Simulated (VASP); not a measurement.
# EuS (rocksalt type) (Fm-3m) in VASP: single point with PBE

Aim: the single point of EuS (rocksalt type) with PBE.

Everything below comes from runs of VASP 6.6.1. Logs are shortened: lines on timing, memory, paths and dates and some standing lists are left out, and cuts for length are marked.

### Step 1. The cell of the first run

The structure is cubic, space group Fm-3m (No. 225). Conventional cell: a = 5.848 Å, b = 5.848 Å, c = 5.848 Å, α = 90.00°, β = 90.00°, γ = 90.00°. Within 3.9 Å of Eu (site symmetry m-3m) lie 6 S at 2.92 Å. Within 3.9 Å of S (site symmetry m-3m) lie 6 Eu at 2.92 Å.

### Step 2. Single point, PBE

Contents of POSCAR:

```
EuS
1.0
    0.0000000000      2.9242242605      2.9242242605
    2.9242242605      0.0000000000      2.9242242605
    2.9242242605      2.9242242605      0.0000000000
Eu S
1 1
Direct
    0.0000000000      0.0000000000      0.0000000000
    0.5000000000      0.5000000000      0.5000000000
```

Contents of INCAR.step1:

```
ALGO     = Normal         # electronic algorithm
EDIFF    = 1E-6           # SCF threshold, eV
ENCUT    = 520            # plane-wave cutoff, eV
GGA      = PE             # functional
GGA_COMPAT= F            
ISIF     = 2              # what is computed and relaxed
ISMEAR   = -1             # smearing method
LASPH    = T              # aspherical terms in the spheres
LCHARG   = T              # write CHGCAR
LMAXMIX  = 6              # l up to which the mixer works
LORBIT   = 11             # projections on sites
LREAL    = F              # projectors in reciprocal space
LWAVE    = F              # write WAVECAR
NBANDS   = 18             # bands
NEDOS    = 2001           # points of the DOS
NELM     = 200            # most SCF steps
PREC     = Accurate       # precision mode
SIGMA    = 0.08           # smearing width, eV
```

Contents of KPOINTS.step1:

```
k-points
0
Gamma
  10 10 10
```

Contents of INCAR.step2:

```
ALGO     = Normal         # electronic algorithm
EDIFF    = 1E-6           # SCF threshold, eV
ENCUT    = 520            # plane-wave cutoff, eV
GGA      = PE             # functional
GGA_COMPAT= F            
ICHARG   = 11             # starting density
ISIF     = 2              # what is computed and relaxed
ISMEAR   = -5             # smearing method
LASPH    = T              # aspherical terms in the spheres
LCHARG   = F              # write CHGCAR
LMAXMIX  = 6              # l up to which the mixer works
LORBIT   = 10             # projections on sites
LREAL    = F              # projectors in reciprocal space
LWAVE    = F              # write WAVECAR
NBANDS   = 18             # bands
NEDOS    = 1001           # points of the DOS
NELM     = 200            # most SCF steps
PREC     = Accurate       # precision mode
SIGMA    = 0.08           # smearing width, eV
```

Contents of KPOINTS.step2:

```
k-points
0
Gamma
  15 15 15
```

Potentials or basis: VASP PAW PBE potentials, release 64 (Eu, S).

Command:

```sh
cat potpaw_PBE.64/Eu/POTCAR potpaw_PBE.64/S/POTCAR > POTCAR
cp INCAR.step1 INCAR
cp KPOINTS.step1 KPOINTS
mpirun -np 1 vasp_std > vasp.out
cp INCAR.step2 INCAR
cp KPOINTS.step2 KPOINTS
mpirun -np 1 vasp_std > vasp.out
```

OUTCAR:

```text
EDIFF = 1E-6
   ENCUT = 520
   GGA = PE
   ICHARG = 11
   ISIF = 2
   ISMEAR = -5
   LASPH = T
   LORBIT = 10
   LREAL = F
   NELM = 200
   PREC = Accurate

 ion  position               nearest neighbor table
   1  0.000  0.000  0.000-   2 2.92   2 2.92   2 2.92   2 2.92   2 2.92   2 2.92
   2  0.500  0.500  0.500-   1 2.92   1 2.92   1 2.92   1 2.92   1 2.92   1 2.92

  LATTYP: Found a face centered cubic cell.
 ALAT       =     5.8484485210

  Lattice vectors:

 A1 = (   0.0000000000,   2.9242242605,   2.9242242605)
 A2 = (   2.9242242605,   0.0000000000,   2.9242242605)
 A3 = (   2.9242242605,   2.9242242605,   0.0000000000)

Analysis of symmetry for initial positions (statically):
=====================================================================
 Subroutine PRICEL returns:
 Original cell was already a primitive cell.

 Routine SETGRP: Setting up the symmetry group for a
 face centered cubic supercell.

 Subroutine GETGRP returns: Found 48 space group operations
 (whereof 48 operations were pure point group operations)
 out of a pool of 48 trial point group operations.

The static configuration has the point symmetry O_h .

Analysis of symmetry for dynamics (positions and initial velocities):
=====================================================================
 Subroutine PRICEL returns:
 Original cell was already a primitive cell.

 Routine SETGRP: Setting up the symmetry group for a
 face centered cubic supercell.

 Subroutine GETGRP returns: Found 48 space group operations
 (whereof 48 operations were pure point group operations)
 out of a pool of 48 trial point group operations.

The dynamic configuration has the point symmetry O_h .

 Subroutine INISYM returns: Found 48 space group operations
 (whereof 48 operations are pure point group operations),
 and found     1 'primitive' translations

----------------------------------------------------------------------------------------

                                     Primitive cell

  volume of cell :      50.0106

  direct lattice vectors                    reciprocal lattice vectors
     0.000000000  2.924224260  2.924224260    -0.170985518  0.170985518  0.170985518
     2.924224260  0.000000000  2.924224260     0.170985518 -0.170985518  0.170985518
     2.924224260  2.924224260  0.000000000     0.170985518  0.170985518 -0.170985518

  length of vectors
     4.135477609  4.135477609  4.135477609     0.296155605  0.296155605  0.296155605

  position of ions in fractional coordinates (direct lattice)
     0.000000000  0.000000000  0.000000000
     0.500000000  0.500000000  0.500000000

  ion indices of the primitive-cell ions
   primitive index   ion index
                 1           1
                 2           2

----------------------------------------------------------------------------------------

 KPOINTS: k-points

Automatic generation of k-mesh.
 Grid dimensions read from file:
 generate k-points for:   15   15   15

 Generating k-lattice:

  Cartesian coordinates                     Fractional coordinates (reciprocal lattice)
    -0.011399035  0.011399035  0.011399035     0.066666667  0.000000000  0.000000000
     0.011399035 -0.011399035  0.011399035     0.000000000  0.066666667  0.000000000
     0.011399035  0.011399035 -0.011399035     0.000000000  0.000000000  0.066666667

  Length of vectors
     0.019743707  0.019743707  0.019743707

  Shift w.r.t. Gamma in fractional coordinates (k-lattice)
     0.000000000  0.000000000  0.000000000

 TETIRR: Found    484 inequivalent tetrahedra from    20250

 Subroutine IBZKPT returns following result:
 ===========================================

 Found    120 irreducible k-points:

 Following reciprocal coordinates:
            Coordinates               Weight
  0.000000  0.000000  0.000000      1.000000
  0.066667  0.000000  0.000000      8.000000
  0.133333  0.000000  0.000000      8.000000
  0.200000  0.000000  0.000000      8.000000
  0.266667  0.000000  0.000000      8.000000
  0.333333  0.000000  0.000000      8.000000
[... 16 lines left out ...]
  0.133333  0.133333  0.000000      6.000000
  0.200000  0.133333  0.000000     24.000000
 [... further k-points ...]
   k-points           NKPTS =    120   k-points in BZ     NKDIM =    120   number of bands    NBANDS=     18
   number of dos      NEDOS =   1001   number of ions     NIONS =      2
   total plane-waves  NPLWV =  32768
   dimension x,y,z NGX =    32 NGY =   32 NGZ =   32
   dimension x,y,z NGXF=    64 NGYF=   64 NGZF=   64
   ions per type =               1   1
   NGX,Y,Z   is equivalent  to a cutoff of  12.86, 12.86, 12.86 a.u.
   NGXF,Y,Z  is equivalent  to a cutoff of  25.73, 25.73, 25.73 a.u.
 SYSTEM =  unknown system
   PREC   = accura    normal or accurate (medium, high low for compatibility)
   ISTART =      0    job   : 0-new  1-cont  2-samecut
   ICHARG =     11    charge: 1-file 2-atom 10-const
   ISPIN  =      1    spin polarized calculation?
   LNONCOLLINEAR =      F non collinear calculations
   LSORBIT =      F    spin-orbit coupling
   LASPH  =      T    aspherical Exc in radial PAW
   ENCUT  =  520.0 eV  38.22 Ry    6.18 a.u.   7.69  7.69  7.69*2*pi/ulx,y,z
   NELM   =    200;   NELMIN=  2; NELMDL=  0     # of ELM steps
   EDIFF  = 0.1E-05   stopping-criterion for ELM
   LREAL  =      F    real-space projection
   EDIFFG = 0.1E-04   stopping-criterion for IOM
   NSW    =      0    number of steps for IOM
   IBRION =     -1    ionic relax: 0-MD 1-quasi-New 2-CG
   NFREE  =      0    steps in history (QN), initial steepest desc. (CG)
   ISIF   =      2    stress and relaxation
   ISYM   =      2    0-nonsym 1-usesym 2-fastsym
   POTIM  = 0.5000    time-step for ionic-motion
   TEBEG  =    0.0;   TEEND  =   0.0 temperature during run
   PSTRESS=    0.0 pullay stress
   NELECT =      23.0000    total number of electrons
   NUPDOWN=      -1.0000    fix difference up-down
   EMIN   =  10.00;   EMAX   =-10.00  energy-range for DOS
   EFERMI =   0.00;   METHOD = LEGACY
   ISMEAR =    -5;   SIGMA  =   0.08  broadening in eV -4-tet -1-fermi 0-gaus
   EFERMI_NEDOS =   21; number of points for ismear=-14 and -15
   IALGO  =     38    algorithm
   IMIX   =      4    mixing-type and parameters
     AMIX     =   0.40;   BMIX     =  1.00
     AMIX_MAG =   1.60;   BMIX_MAG =  1.00
  volume/ion in A,a.u.               =      25.01       168.74
  Fermi-wavevector in a.u.,A,eV,Ry     =   1.263660  2.387970 21.726267  1.596836
  Thomas-Fermi vector in A             =   2.397005
   LORBIT       =     10    0 simple, 1 ext, 2 COOP (PROOUT), +10 PAW based schemes
   GGA     = PE    functional components
   LHFCALC =     F    Hartree Fock is set to
   AEXX    =    0.0000 exact exchange contribution
   IVDW    =     0    specifies the selected vdW correction
   LEPSILON=     F    determine dielectric tensor
   LRPA    =     F    only Hartree local field effects (RPA)
 non-spin polarized calculation
 Fermi weights with tetrahedron method with Bloechl corrections
  energy-cutoff  :      520.00
  volume of cell :       50.01
 maximum number of plane-waves:      1367

 number of electron      22.9999996 magnetization

 Free energy of the ion-electron system (eV)
  ---------------------------------------------------
  ext. energy  EPLUGINS =         0.00000000
  ---------------------------------------------------
  free energy    TOTEN  =       -12.63136052 eV

  energy without entropy =      -12.63136052  energy(sigma->0) =      -12.63136052

 E-fermi :   4.6408     XC(G=0): -10.0243

 val. band max:        4.6448168961   @ k =   0.1333   0.1333   0.0000
 cond. band min:       4.6394236702   @ k =   0.4000   0.2667   0.0000
 fundamental gap:     -0.0053932259
 Fermi energy:         4.6407905024

 k-point     1 :       0.0000    0.0000    0.0000
  band No.  band energies     occupation
      1     -36.3857      2.00000
      2     -15.2142      2.00000
      3     -15.2142      2.00000
      4     -15.2142      2.00000
      5      -9.0492      2.00000
      6       1.8093      2.00000
[... 10 lines left out ...]
     17       5.8468      0.00000
     18       5.8765      0.00000

 k-point     2 :       0.0667    0.0000    0.0000
  band No.  band energies     occupation
      1     -36.3849      2.00000
      2     -15.2346      2.00000
      3     -15.2155      2.00000
      4     -15.2155      2.00000
      5      -9.0081      2.00000
      6       1.6341      2.00000
[... 10 lines left out ...]
     17       5.9450      0.00000
     18       6.1105      0.00000

 k-point     3 :       0.1333    0.0000    0.0000
  band No.  band energies     occupation
      1     -36.3828      2.00000
      2     -15.2914      2.00000
      3     -15.2191      2.00000
      4     -15.2191      2.00000
      5      -8.8918      2.00000
      6       1.1981      2.00000
[... 10 lines left out ...]
     17       6.2030      0.00000
     18       6.2117      0.00000

 k-point     4 :       0.2000    0.0000    0.0000
  band No.  band energies     occupation
      1     -36.3796      2.00000
      2     -15.3724      2.00000
      3     -15.2245      2.00000
      4     -15.2245      2.00000
      5      -8.7198      2.00000
      6       0.6569      2.00000
[... 10 lines left out ...]
     17       6.5844      0.00000
     18       6.5853      0.00000

 k-point     5 :       0.2667    0.0000    0.0000
  band No.  band energies     occupation
      1     -36.3759      2.00000
      2     -15.4618      2.00000
      3     -15.2306      2.00000
      4     -15.2306      2.00000
      5      -8.5203      2.00000
      6       0.1228      2.00000
[... 10 lines left out ...]
     17       7.0680      0.00000
     18       7.0706      0.00000

 k-point     6 :       0.3333    0.0000    0.0000
  band No.  band energies     occupation
      1     -36.3724      2.00000
      2     -15.5441      2.00000
      3     -15.2365      2.00000
      4     -15.2365      2.00000
      5      -8.3263      2.00000
      6      -0.3347      2.00000
[... 307 lines left out ...]
 k-point    21 :      -0.1333    0.0667    0.0000
  band No.  band energies     occupation
      1     -36.3812      2.00000
      2     -15.3240      2.00000
      3     -15.2339      2.00000
      4     -15.2165      2.00000
      5      -8.8126      2.00000
      6       0.8961      2.00000
[... 10 lines left out ...]
     17       6.2233      0.00000
     18       6.5860      0.00000

 k-point    22 :      -0.0667    0.0667    0.0000
  band No.  band energies     occupation
      1     -36.3837      2.00000
      2     -15.2631      2.00000
      3     -15.2244      2.00000
      4     -15.2145      2.00000
      5      -8.9433      2.00000
      6       1.3460      2.00000
[... 10 lines left out ...]
     17       6.0538      0.00000
     18       6.1994      0.00000

 k-point    23 :       0.1333    0.1333    0.0000
  band No.  band energies     occupation
      1     -36.3818      2.00000
      2     -15.2876      2.00000
      3     -15.2335      2.00000
      4     -15.2335      2.00000
      5      -8.8604      2.00000
      6       0.8671      2.00000
[... 10 lines left out ...]
     17       6.4505      0.00000
     18       6.7192      0.00000

 k-point    24 :       0.2000    0.1333    0.0000
  band No.  band energies     occupation
      1     -36.3794      2.00000
      2     -15.3375      2.00000
      3     -15.2428      2.00000
      4     -15.2389      2.00000
      5      -8.7561      2.00000
      6       0.5407      2.00000
[... 10 lines left out ...]
     17       6.8265      0.00000
     18       7.0894      0.00000

 [... further k-points ...]

------------------------ aborting loop because EDIFF is reached ----------------------------------------

  FORCE on cell =-STRESS in cart. coord.  units (eV):
  Direction    XX          YY          ZZ          XY          YZ          ZX
  --------------------------------------------------------------------------------------
  -------------------------------------------------------------------------------------
  Total       -2.9314392     -2.9314392     -2.9314392      0.0000000      0.0000000      0.0000000
  in kB      -93.9138087    -93.9138087    -93.9138087      0.0000000      0.0000000      0.0000000
  external PRESSURE =     -93.9138087 kB  Pullay stress =       0.0000000 kB

 VOLUME and BASIS-vectors are now :
 -----------------------------------------------------------------------------
  energy-cutoff  :      520.00
  volume of cell :       50.01
      direct lattice vectors                 reciprocal lattice vectors
     0.000000000  2.924224260  2.924224260    -0.170985518  0.170985518  0.170985518
     2.924224260  0.000000000  2.924224260     0.170985518 -0.170985518  0.170985518
     2.924224260  2.924224260  0.000000000     0.170985518  0.170985518 -0.170985518

 POSITION                                       TOTAL-FORCE (eV/Angst)
 -----------------------------------------------------------------------------------
      0.00000      0.00000      0.00000         0.000000      0.000000      0.000000
      2.92422      2.92422      2.92422         0.000000      0.000000     -0.000000
 -----------------------------------------------------------------------------------
    total drift:                                0.000000     -0.000000     -0.000000

  FREE ENERGIE OF THE ION-ELECTRON SYSTEM (eV)
  ---------------------------------------------------
  free  energy   TOTEN  =       -12.6313605192 eV

  energy  without entropy=      -12.6313605192  energy(sigma->0) =      -12.63136052

 total charge

# of ion       s       p       d       f       tot
--------------------------------------------------
    1        2.017   5.671   0.406   6.415  14.509
    2        1.316   2.413   0.000   0.000   3.729
--------------------------------------------------
tot          3.333   8.084   0.406   6.415  18.238
```

Run time: 5.4 min. Hardware: 1 thread of Oxide Virtual Turin-like, shared host; peak memory 0.23 GiB.

Results:

- Valence electrons inside the program's atomic spheres: Eu 14.51; S 3.73

Levels at points of the mesh, in eV from the Fermi level:
| k point | band 8 | band 9 | band 10 | band 11 | band 12 | band 13 | band 14 | band 15 |
| --- | --- | --- | --- | --- | --- | --- | --- | --- |
| (0.00, 0.00, 0.00) | -2.83 | -0.07 | 0.05 | 0.05 | 0.05 | 0.40 | 0.40 | 0.40 |

Caveat: spin-orbit coupling is left out, which moves the levels of the heavy elements; an odd number of electrons without spin polarisation forces a metal; a magnetic or distorted state may lie lower; the run has no spin polarisation, though such a crystal can be magnetic; semilocal functionals describe open f shells poorly, which spoils levels, moments and volumes.
